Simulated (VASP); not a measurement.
# Ag (Fm-3m) in VASP: further runs

Runs on Ag. Level: LDA. Tasks: elastic constants.

Everything below comes from runs of VASP 6.6.1. Logs are shortened: lines on timing, memory, paths and dates and some standing lists are left out, and cuts for length are marked.

**1. The cell of the first run**

The structure is cubic, space group Fm-3m (No. 225). The conventional cell has a = 3.982 Å, b = 3.982 Å, c = 3.982 Å, α = 90.00°, β = 90.00°, γ = 90.00°. Ag (site symmetry m-3m) has 12 Ag at 2.82 Å within 3.7 Å.

**2. Elastic constants, LDA**

The input, INCAR:

```
SYSTEM = Ag
PREC     = Accurate       ! precision mode
ENCUT    = 600            ! plane-wave cutoff, eV
EDIFF    = 1E-8           ! SCF threshold, eV
ISMEAR   = -1             ! smearing method
SIGMA    = 0.05           ! smearing width, eV
LREAL    = .FALSE.        ! projectors in reciprocal space
LASPH    = .TRUE.         ! aspherical terms in the spheres
NELM     = 100            ! most SCF steps
ALGO     = Normal         ! electronic algorithm
ISIF     = 3              ! what is computed and relaxed
LWAVE    = .FALSE.        ! write WAVECAR
LCHARG   = .FALSE.        ! write CHGCAR
GGA      = CA             ! functional
IBRION   = 6              ! ionic algorithm
NFREE    = 2            
POTIM    = 0.015          ! step
NSW      = 1              ! ionic steps
```

The input, KPOINTS:

```
Automatic mesh
0
G
  24 24 24
  0 0 0
```

The input, POSCAR:

```
Ag
1.0
    0.0000000000      1.9911631780      1.9911631780
    1.9911631780      0.0000000000      1.9911631780
    1.9911631780      1.9911631780      0.0000000000
Ag
1
Direct
    0.0000000000      0.0000000000      0.0000000000
```

Potentials or basis: VASP PAW LDA potentials, release 64 (Ag).

Started as:

```
$ cat potpaw_LDA.64/Ag/POTCAR > POTCAR
$ mpirun -np 1 vasp_std > vasp.out
```

OUTCAR:

```text
SYSTEM = Ag
   PREC = Accurate
   ENCUT = 600
   EDIFF = 1E-8
   ISMEAR = -1
   LREAL = .FALSE.
   LASPH = .TRUE.
   NELM = 100
   ISIF = 3
   GGA = CA
   IBRION = 6
   NFREE = 2
   POTIM = 0.015
   NSW = 1

 ion  position               nearest neighbor table
   1  0.000  0.000  0.000-

  LATTYP: Found a face centered cubic cell.
 ALAT       =     3.9823263560

  Lattice vectors:

 A1 = (   0.0000000000,   1.9911631780,   1.9911631780)
 A2 = (   1.9911631780,   0.0000000000,   1.9911631780)
 A3 = (   1.9911631780,   1.9911631780,   0.0000000000)

Analysis of symmetry for initial positions (statically):
=====================================================================
 Subroutine PRICEL returns:
 Original cell was already a primitive cell.

 Routine SETGRP: Setting up the symmetry group for a
 face centered cubic supercell.

 Subroutine GETGRP returns: Found 48 space group operations
 (whereof 48 operations were pure point group operations)
 out of a pool of 48 trial point group operations.

The static configuration has the point symmetry O_h .

Analysis of symmetry for dynamics (positions and initial velocities):
=====================================================================
 Subroutine PRICEL returns:
 Original cell was already a primitive cell.

 Routine SETGRP: Setting up the symmetry group for a
 face centered cubic supercell.

 Subroutine GETGRP returns: Found 48 space group operations
 (whereof 48 operations were pure point group operations)
 out of a pool of 48 trial point group operations.

The dynamic configuration has the point symmetry O_h .

 Subroutine INISYM returns: Found 48 space group operations
 (whereof 48 operations are pure point group operations),
 and found     1 'primitive' translations

----------------------------------------------------------------------------------------

[... 334 lines left out ...]
      1       0.8644      2.00000
      2       4.2056      2.00000
      3       4.2056      2.00000
      4       4.2056      2.00000
      5       5.4127      2.00000
      6       5.4127      2.00000
      7      25.4351      0.00000
      8      29.4012      0.00000
      9      29.4012      0.00000
[... 265 lines left out ...]
 k-point    24 :       0.4583    0.0417    0.0000
  band No.  band energies     occupation
      1       2.4231      2.00000
      2       4.1730      2.00000
      3       4.2334      2.00000
      4       6.0724      2.00000
      5       6.3120      2.00000
      6       8.2307      2.00000
      7      14.0721      0.00000
      8      24.7908      0.00000
      9      27.5330      0.00000

 [... further k-points ...]

------------------------ aborting loop because EDIFF is reached ----------------------------------------

  FORCE on cell =-STRESS in cart. coord.  units (eV):
  Direction    XX          YY          ZZ          XY          YZ          ZX
  --------------------------------------------------------------------------------------
  -------------------------------------------------------------------------------------
  Total        0.2103971      0.2103971      0.2103971     -0.0000000      0.0000000      0.0000000
  in kB       21.3500968     21.3500968     21.3500968     -0.0000000      0.0000000      0.0000000
  external PRESSURE =      21.3500968 kB  Pullay stress =       0.0000000 kB
[... 16 lines left out ...]
  FREE ENERGIE OF THE ION-ELECTRON SYSTEM (eV)
  ---------------------------------------------------
  free  energy   TOTEN  =        -3.7828435119 eV

  energy  without entropy=       -3.7812969399  energy(sigma->0) =       -3.78207023

 INTERNAL STRAIN TENSORS FROM STRAINED CELLS
 ============================================

 INTERNAL STRAIN TENSOR FOR ION    1 for displacements in x,y,z  (eV/Angst):
          X           Y           Z          XY          YZ          ZX
  --------------------------------------------------------------------------------
  x     0.00000     0.00000    -0.00000     0.00000     0.00000     0.00000
  y    -0.00000     0.00000     0.00000    -0.00000     0.00000    -0.00000
  z     0.00000    -0.00000    -0.00000     0.00000    -0.00000    -0.00000

 INTERNAL STRAIN TENSORS FROM DISPLACED ATOMS
 ============================================

 INTERNAL STRAIN TENSOR FOR ION    1 for displacements in x,y,z  (eV/Angst):
          X           Y           Z          XY          YZ          ZX
  --------------------------------------------------------------------------------
  x     0.00000     0.00000     0.00000     0.00000     0.00000     0.00000
  y     0.00000     0.00000     0.00000     0.00000     0.00000     0.00000
  z     0.00000     0.00000     0.00000     0.00000     0.00000     0.00000

 Eigenvectors and eigenvalues of the dynamical matrix
 ----------------------------------------------------

   1 f/i=    0.000000 THz     0.000000 2PiTHz    0.000000 cm-1     0.000000 meV
             X         Y         Z           dx          dy          dz
      0.000000  0.000000  0.000000     0.707107   -0.707107    0.000000

   2 f/i=    0.000000 THz     0.000000 2PiTHz    0.000000 cm-1     0.000000 meV
             X         Y         Z           dx          dy          dz
      0.000000  0.000000  0.000000    -0.707107   -0.707107    0.000000

   3 f/i=    0.000000 THz     0.000000 2PiTHz    0.000000 cm-1     0.000000 meV
             X         Y         Z           dx          dy          dz
      0.000000  0.000000  0.000000     0.000000    0.000000    1.000000

--------------------------------------------------------------------------------------------------------

 ELASTIC MODULI CONTR FROM IONIC RELAXATION (kBar)
 Direction    XX          YY          ZZ          XY          YZ          ZX
 --------------------------------------------------------------------------------
 XX           0.0000      0.0000      0.0000      0.0000      0.0000      0.0000
 YY           0.0000      0.0000      0.0000      0.0000      0.0000      0.0000
 ZZ           0.0000      0.0000      0.0000      0.0000      0.0000      0.0000
 XY           0.0000      0.0000      0.0000      0.0000      0.0000      0.0000
 YZ           0.0000      0.0000      0.0000      0.0000      0.0000      0.0000
 ZX           0.0000      0.0000      0.0000      0.0000      0.0000      0.0000
 --------------------------------------------------------------------------------

 TOTAL ELASTIC MODULI (kBar)
 Direction    XX          YY          ZZ          XY          YZ          ZX
 --------------------------------------------------------------------------------
 XX        1841.8758   1315.8546   1315.8546     -0.0000      0.0000     -0.0000
 YY        1315.8546   1841.8758   1315.8546     -0.0000     -0.0000     -0.0000
 ZZ        1315.8546   1315.8546   1841.8758      0.0000     -0.0000      0.0000
 XY          -0.0000     -0.0000      0.0000    729.5491      0.0000      0.0000
 YZ           0.0000     -0.0000     -0.0000      0.0000    729.5491      0.0000
 ZX          -0.0000     -0.0000      0.0000      0.0000      0.0000    729.5491
 --------------------------------------------------------------------------------
```

OSZICAR:

```text
N       E                     dE             d eps       ncg     rms          rms(c)
DAV:   1     0.488941244012E+02    0.48894E+02   -0.63226E+03  7515   0.126E+03
DAV:   2    -0.371133473808E+01   -0.52605E+02   -0.50522E+02  7612   0.225E+02
DAV:   3    -0.411737511834E+01   -0.40604E+00   -0.40590E+00  8639   0.244E+01
[... 152 lines left out ...]
DAV:   3    -0.378284850610E+01    0.30131E-03   -0.73660E-04  8069   0.242E-01    0.118E-02
DAV:   4    -0.378284356791E+01    0.49382E-05   -0.14960E-05  7894   0.388E-02    0.412E-03
DAV:   5    -0.378284340100E+01    0.16691E-06   -0.77155E-07  8215   0.920E-03    0.105E-03
DAV:   6    -0.378284350493E+01   -0.10393E-06   -0.10829E-08  5940   0.111E-03    0.119E-04
DAV:   7    -0.378284351193E+01   -0.70011E-08   -0.11003E-09  3955   0.387E-04
  15 F= -.37828435E+01 E0= -.37820702E+01  d E =-.154657E-02
```

It took 27 min on 1 thread of Intel Xeon 8259CL, shared host; peak memory 1.2 GiB.

What came out:

- Elastic constants C11, C12, C44: 184, 132, 73 GPa
- Voigt bulk modulus: 149 GPa

Elastic tensor in Voigt notation (GPa, in the Cartesian axes of the cell as first typed):
```
184 132 132   0   0   0
132 184 132   0   0   0
132 132 184   0   0   0
  0   0   0  73   0   0
  0   0   0   0  73   0
  0   0   0   0   0  73
```

Clamped-ion elastic tensor (GPa):
```
184 132 132   0   0   0
132 184 132   0   0   0
132 132 184   0   0   0
  0   0   0  73   0   0
  0   0   0   0  73   0
  0   0   0   0   0  73
```

Caveat: the cell is under stress, which shifts elastic constants.

**3. Elastic constants, LDA**

This run uses another cell than the first one, of 15.07 Å³/atom.

The input, INCAR:

```
PREC = Accurate
ENCUT = 600
EDIFF = 1E-8
ISMEAR = -1
SIGMA = 0.05
LREAL = F
LASPH = T
NELM = 60
ALGO = Normal
ISIF = 3
LWAVE = F
LCHARG = F
IBRION = 6
NFREE = 2
POTIM = 0.015
NSW = 1
```

The input, KPOINTS:

```
regular mesh
0
Gamma
  24 24 24
```

The input, POSCAR:

```
Ag
1.0
    0.0000000000      1.9604320809      1.9604320809
    1.9604320809      0.0000000000      1.9604320809
    1.9604320809      1.9604320809      0.0000000000
Ag
1
Direct
    0.0000000000      0.0000000000      0.0000000000
```

Potentials or basis: VASP PAW LDA potentials, release 64 (Ag).

Started as:

```
$ cat potpaw_LDA.64/Ag/POTCAR > POTCAR
$ mpirun -np 1 vasp_std > vasp.out
```

Wall time 21 min (1 thread of Intel Xeon Platinum 8488C (Sapphire Rapids), shared host); peak memory 1.2 GiB.

It converged, with:

```yaml
Elastic_constants_C11_C12_C44: 225, 164, 91 GPa
Voigt_bulk_modulus: 184 GPa
```

Elastic tensor in Voigt notation (GPa, in the Cartesian axes of the cell as first typed):
```
225 164 164   0   0   0
164 225 164   0   0   0
164 164 225   0   0   0
  0   0   0  91   0   0
  0   0   0   0  91   0
  0   0   0   0   0  91
```

Clamped-ion elastic tensor (GPa):
```
225 164 164   0   0   0
164 225 164   0   0   0
164 164 225   0   0   0
  0   0   0  91   0   0
  0   0   0   0  91   0
  0   0   0   0   0  91
```

Caveat: the cell is under stress, which shifts elastic constants.
